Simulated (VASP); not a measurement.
# InBCl4 (F-43m) in VASP: single point with PBE

Aim: the single point of InBCl4 with PBE.

All numbers are computed with VASP 6.6.1; they aren't measurements. Logs are shortened: lines on timing, memory, paths and dates and some standing lists are left out, and cuts for length are marked.

## 1. The cell of the first run

It takes space group F-43m (No. 216, cubic). Conventional cell: a = 8.165 Å, b = 8.165 Å, c = 8.165 Å, α = 90.00°, β = 90.00°, γ = 90.00°. Within 3.8 Å of Cl (site symmetry 3m) lie 6 Cl at 2.89 Å and 3 B at 3.38 Å and 3 In at 3.38 Å. Within 4.5 Å of B (site symmetry -43m) lie 12 Cl at 3.38 Å and 4 In at 3.54 Å. Within 4.5 Å of In (site symmetry -43m) lie 12 Cl at 3.38 Å and 4 B at 3.54 Å.

## 2. Single point, PBE, non-collinear spin, zero start, spin-orbit coupling

File INCAR:

```
SYSTEM = InBCl4
  PREC = Accurate
  ENCUT = 520
  EDIFF = 1E-6
  ISMEAR = 1
  SIGMA = 0.055
  LREAL = .FALSE.
  LASPH = .TRUE.
  NELM = 150
  ALGO = Normal
  ISIF = 2
  LWAVE = .FALSE.
  LCHARG = .TRUE.
  MAGMOM = 0 0 0 0 0 0 0 0 0 0 0 0 0 0 0 0 0 0
  LORBIT = 11
  LSORBIT = .TRUE.
  GGA_COMPAT = .FALSE.
  LORBMOM = .TRUE.
  GGA = PE
  LVHAR = .TRUE.
  NBANDS = 60
```

File KPOINTS:

```
Automatic mesh
0
G
  4 4 4
  0 0 0
```

File POSCAR:

```
InBCl4
1.0
    0.0000000000      4.0822750000      4.0822750000
    4.0822750000      0.0000000000      4.0822750000
    4.0822750000      4.0822750000      0.0000000000
Cl B In
4 1 1
Direct
    0.6250000000      0.6250000000      0.6250000000
    0.1250000000      0.6250000000      0.6250000000
    0.6250000000      0.6250000000      0.1250000000
    0.6250000000      0.1250000000      0.6250000000
    0.0000000000      0.0000000000      0.0000000000
    0.2500000000      0.2500000000      0.2500000000
```

Potentials or basis: VASP PAW PBE potentials, release 64 (Cl, B, In_d).

Launch:

```bash
$ cat potpaw_PBE.64/Cl/POTCAR potpaw_PBE.64/B/POTCAR potpaw_PBE.64/In_d/POTCAR > POTCAR
$ mpirun -np 1 vasp_ncl > vasp.out
```

OUTCAR:

```text
SYSTEM = InBCl4
   PREC = Accurate
   ENCUT = 520
   EDIFF = 1E-6
   ISMEAR = 1
   LREAL = .FALSE.
   LASPH = .TRUE.
   NELM = 150
   ISIF = 2
   LORBIT = 11
   LSORBIT = .TRUE.
   GGA = PE

 ion  position               nearest neighbor table
   1  0.625  0.625  0.625-
   2  0.125  0.625  0.625-
   3  0.625  0.625  0.125-
   4  0.625  0.125  0.625-
   5  0.000  0.000  0.000-
   6  0.250  0.250  0.250-

  LATTYP: Found a face centered cubic cell.
 ALAT       =     8.1645500000

  Lattice vectors:

 A1 = (   0.0000000000,   4.0822750000,   4.0822750000)
 A2 = (   4.0822750000,   0.0000000000,   4.0822750000)
 A3 = (   4.0822750000,   4.0822750000,   0.0000000000)

Analysis of symmetry for initial positions (statically):
=====================================================================
 Subroutine PRICEL returns:
 Original cell was already a primitive cell.

 Routine SETGRP: Setting up the symmetry group for a
 face centered cubic supercell.

 Subroutine GETGRP returns: Found 24 space group operations
 (whereof 24 operations were pure point group operations)
 out of a pool of 48 trial point group operations.

The static configuration has the point symmetry T_d .

Analysis of symmetry for dynamics (positions and initial velocities):
=====================================================================
 Subroutine PRICEL returns:
 Original cell was already a primitive cell.

 Routine SETGRP: Setting up the symmetry group for a
 face centered cubic supercell.

 Subroutine GETGRP returns: Found 24 space group operations
 (whereof 24 operations were pure point group operations)
 out of a pool of 48 trial point group operations.

The dynamic configuration has the point symmetry T_d .

Analysis of structural, dynamic, and magnetic symmetry:
=====================================================================
 Subroutine PRICEL returns:
 Original cell was already a primitive cell.

 Routine SETGRP: Setting up the symmetry group for a
 face centered cubic supercell.

 Subroutine GETGRP returns: Found 24 space group operations
 (whereof 24 operations were pure point group operations)
 out of a pool of 48 trial point group operations.

The overall configuration has the point symmetry T_d .

 Subroutine INISYM returns: Found 24 space group operations
 (whereof 24 operations are pure point group operations),
 and found     1 'primitive' translations

----------------------------------------------------------------------------------------

                                     Primitive cell

  volume of cell :     136.0620

  direct lattice vectors                    reciprocal lattice vectors
     0.000000000  4.082275000  4.082275000    -0.122480725  0.122480725  0.122480725
     4.082275000  0.000000000  4.082275000     0.122480725 -0.122480725  0.122480725
     4.082275000  4.082275000  0.000000000     0.122480725  0.122480725 -0.122480725

  length of vectors
     5.773208670  5.773208670  5.773208670     0.212142838  0.212142838  0.212142838

  position of ions in fractional coordinates (direct lattice)
     0.625000000  0.625000000  0.625000000
     0.125000000  0.625000000  0.625000000
     0.625000000  0.625000000  0.125000000
     0.625000000  0.125000000  0.625000000
     0.000000000  0.000000000  0.000000000
     0.250000000  0.250000000  0.250000000

  ion indices of the primitive-cell ions
   primitive index   ion index
                 1           1
                 2           2
                 3           3
                 4           4
                 5           5
                 6           6

----------------------------------------------------------------------------------------

 KPOINTS: Automatic mesh

Automatic generation of k-mesh.
 Grid dimensions read from file:
 generate k-points for:    4    4    4

 Generating k-lattice:

  Cartesian coordinates                     Fractional coordinates (reciprocal lattice)
    -0.030620181  0.030620181  0.030620181     0.250000000  0.000000000  0.000000000
     0.030620181 -0.030620181  0.030620181     0.000000000  0.250000000  0.000000000
     0.030620181  0.030620181 -0.030620181     0.000000000  0.000000000  0.250000000

  Length of vectors
     0.053035709  0.053035709  0.053035709

  Shift w.r.t. Gamma in fractional coordinates (k-lattice)
     0.000000000  0.000000000  0.000000000

 Subroutine IBZKPT returns following result:
[... 61 lines left out ...]
   AEXX    =    0.0000 exact exchange contribution
   IVDW    =     0    specifies the selected vdW correction
   LEPSILON=     F    determine dielectric tensor
   LRPA    =     F    only Hartree local field effects (RPA)
 Methfessel and Paxton  Order N= 1 SIGMA  =   0.06
  energy-cutoff  :      520.00
  volume of cell :      136.06
 maximum number of plane-waves:      7390
 NGX is ok and might be reduce to    48
   NGX = 21   NGY = 21   NGZ = 21

 number of electron      43.9999994 magnetization      -0.0000000     -0.0000000     -0.0000000

 number of electron      43.9999994 magnetization       0.0000000      0.0000000      0.0000000

 number of electron      43.9999994 magnetization      -0.0000000      0.0000000     -0.0000000

 number of electron      43.9999994 magnetization       0.0000000      0.0000000     -0.0000000

 Free energy of the ion-electron system (eV)
  ---------------------------------------------------
  ext. energy  EPLUGINS =         0.00000000
  ---------------------------------------------------
  free energy    TOTEN  =       -11.02462010 eV

  energy without entropy =      -11.02402840  energy(sigma->0) =      -11.02442287

 E-fermi :   3.0753     XC(G=0):  -9.2269

 val. band max:        3.0460735369   @ k =   0.0000   0.0000   0.0000
 cond. band min:       3.0837860470   @ k =   0.0000   0.0000   0.0000
 fundamental gap:      0.0377125101
 Fermi energy:         3.0753004222

 k-point     1 :       0.0000    0.0000    0.0000
  band No.  band energies     occupation
      1     -12.8003      1.00000
      2     -12.8003      1.00000
      3     -11.3012      1.00000
      4     -11.3012      1.00000
      5     -11.3012      1.00000
      6     -11.3012      1.00000
[... 579 lines left out ...]
     55       7.4803      0.00000
     56       7.8769      0.00000
 [bands above 56 left out]

------------------------ aborting loop because EDIFF is reached ----------------------------------------

  FORCE on cell =-STRESS in cart. coord.  units (eV):
  Direction    XX          YY          ZZ          XY          YZ          ZX
  --------------------------------------------------------------------------------------
  -------------------------------------------------------------------------------------
  Total        2.6030531      2.6030531      2.6030531     -0.0000000      0.0000000     -0.0000000
  in kB       30.6518606     30.6518606     30.6518606     -0.0000000      0.0000000     -0.0000000
  external PRESSURE =      30.6518606 kB  Pullay stress =       0.0000000 kB

 VOLUME and BASIS-vectors are now :
 -----------------------------------------------------------------------------
  energy-cutoff  :      520.00
  volume of cell :      136.06
      direct lattice vectors                 reciprocal lattice vectors
     0.000000000  4.082275000  4.082275000    -0.122480725  0.122480725  0.122480725
     4.082275000  0.000000000  4.082275000     0.122480725 -0.122480725  0.122480725
     4.082275000  4.082275000  0.000000000     0.122480725  0.122480725 -0.122480725

 POSITION                                       TOTAL-FORCE (eV/Angst)
 -----------------------------------------------------------------------------------
      5.10284      5.10284      5.10284         0.040879      0.040879      0.040879
      5.10284      3.06171      3.06171         0.040879     -0.040879     -0.040879
      3.06171      3.06171      5.10284        -0.040879     -0.040879      0.040879
      3.06171      5.10284      3.06171        -0.040879      0.040879     -0.040879
      0.00000      0.00000      0.00000        -0.000000      0.000000     -0.000000
      2.04114      2.04114      2.04114        -0.000000      0.000000     -0.000000
 -----------------------------------------------------------------------------------
    total drift:                               -0.000000     -0.000000     -0.000000

  FREE ENERGIE OF THE ION-ELECTRON SYSTEM (eV)
  ---------------------------------------------------
  free  energy   TOTEN  =       -11.0246201040 eV

  energy  without entropy=      -11.0240283982  energy(sigma->0) =      -11.02442287

 orbital moment (x)

 # of ion     p       d       tot
 ----------------------------------------
  1        -0.000   0.000  -0.000
  2         0.000   0.000   0.000
  3        -0.000   0.000  -0.000
  4        -0.000   0.000  -0.000
  5         0.000   0.000   0.000
  6        -0.000   0.000  -0.000
 ----------------------------------------
           -0.000   0.000  -0.000

 orbital moment (y)

 # of ion     p       d       tot
 ----------------------------------------
  1        -0.000   0.000  -0.000
  2         0.000   0.000   0.000
  3        -0.000   0.000  -0.000
  4        -0.000   0.000  -0.000
  5         0.000   0.000   0.000
  6        -0.000  -0.000  -0.000
 ----------------------------------------
           -0.000  -0.000  -0.000

 orbital moment (z)

 # of ion     p       d       tot
 ----------------------------------------
  1         0.000   0.000   0.000
  2         0.000   0.000   0.000
  3         0.000   0.000   0.000
  4         0.000   0.000   0.000
  5         0.000   0.000   0.000
  6         0.000   0.000   0.000
 ----------------------------------------
            0.000   0.000   0.000

 Spin-Orbit-Coupling matrix elements

 Ion:    1  E_soc:     -0.0052706
 l=   1
     0.0000000    -0.0008784    -0.0008784
    -0.0008784     0.0000000    -0.0008784
    -0.0008784    -0.0008784     0.0000000
 l=   2
     0.0000000     0.0000000     0.0000000     0.0000000     0.0000000
     0.0000000     0.0000000     0.0000000     0.0000000     0.0000000
     0.0000000     0.0000000     0.0000000     0.0000000     0.0000000
     0.0000000     0.0000000     0.0000000     0.0000000     0.0000000
     0.0000000     0.0000000     0.0000000     0.0000000     0.0000000
 l=   3
     0.0000000     0.0000000     0.0000000     0.0000000     0.0000000     0.0000000     0.0000000
     0.0000000     0.0000000     0.0000000     0.0000000     0.0000000     0.0000000     0.0000000
     0.0000000     0.0000000     0.0000000     0.0000000     0.0000000     0.0000000     0.0000000
     0.0000000     0.0000000     0.0000000     0.0000000     0.0000000     0.0000000     0.0000000
[... 89 lines left out ...]
 l=   2
     0.0000000    -0.0012485     0.0000000    -0.0012485    -0.0049901
    -0.0012485     0.0000000    -0.0037426    -0.0012485    -0.0012475
     0.0000000    -0.0037426     0.0000000    -0.0037426     0.0000000
    -0.0012485    -0.0012485    -0.0037426     0.0000000    -0.0012475
    -0.0049901    -0.0012475     0.0000000    -0.0012475     0.0000000
 l=   3
     0.0000000     0.0000000     0.0000000     0.0000000     0.0000000     0.0000000     0.0000000
     0.0000000     0.0000000     0.0000000     0.0000000     0.0000000     0.0000000     0.0000000
     0.0000000     0.0000000     0.0000000     0.0000000     0.0000000     0.0000000     0.0000000
     0.0000000     0.0000000     0.0000000     0.0000000     0.0000000     0.0000000     0.0000000
     0.0000000     0.0000000     0.0000000     0.0000000     0.0000000     0.0000000     0.0000000
     0.0000000     0.0000000     0.0000000     0.0000000     0.0000000     0.0000000     0.0000000
     0.0000000     0.0000000     0.0000000     0.0000000     0.0000000     0.0000000     0.0000000

 total charge

# of ion       s       p       d       tot
------------------------------------------
    1        1.634   3.366   0.000   5.000
    2        1.634   3.366   0.000   5.000
    3        1.634   3.366   0.000   5.000
    4        1.634   3.366   0.000   5.000
    5        1.008   0.221   0.000   1.229
    6        1.164   0.120   9.853  11.136
--------------------------------------------------
tot          8.709  13.805   9.853  32.367

 magnetization (x)

# of ion       s       p       d       tot
------------------------------------------
    1        0.000   0.000   0.000   0.000
    2        0.000  -0.000   0.000  -0.000
    3        0.000  -0.000   0.000  -0.000
    4        0.000  -0.000   0.000  -0.000
    5        0.000  -0.000   0.000  -0.000
    6       -0.000   0.000   0.000   0.000
--------------------------------------------------
tot          0.000  -0.000   0.000  -0.000

 magnetization (y)

# of ion       s       p       d       tot
------------------------------------------
    1        0.000   0.000   0.000   0.000
    2       -0.000   0.000   0.000   0.000
    3        0.000  -0.000   0.000  -0.000
    4        0.000  -0.000   0.000  -0.000
    5        0.000   0.000   0.000   0.000
    6       -0.000  -0.000   0.000  -0.000
--------------------------------------------------
tot          0.000  -0.000   0.000  -0.000

 magnetization (z)

# of ion       s       p       d       tot
------------------------------------------
    1        0.000   0.000   0.000   0.000
    2        0.000  -0.000   0.000  -0.000
    3        0.000  -0.000   0.000  -0.000
    4        0.000  -0.000   0.000  -0.000
    5        0.000  -0.000   0.000  -0.000
    6        0.000  -0.000  -0.000  -0.000
--------------------------------------------------
tot          0.000  -0.000  -0.000  -0.000
```

Run time: 5 min. Hardware: 1 thread of Intel Xeon Platinum 8375C at 2.90GHz (Ice Lake), shared host; peak memory 0.8 GiB.

Results:

```yaml
Free_energy: -11.0246 eV
Pressure: 3.1 GPa
Net_moment: 0.00 μB per cell
Valence_electrons_inside_the_program's_atomic_spheres: Cl 5.00; B 1.23; In 11.14
```

Moments on the atoms (μB; x, y, z):
```
Cl  0.00 0.00 0.00
Cl  0.00 0.00 0.00
Cl  0.00 0.00 0.00
Cl  0.00 0.00 0.00
B   0.00 0.00 0.00
In  0.00 0.00 0.00
```

Caveat: the cell stands under pressure.
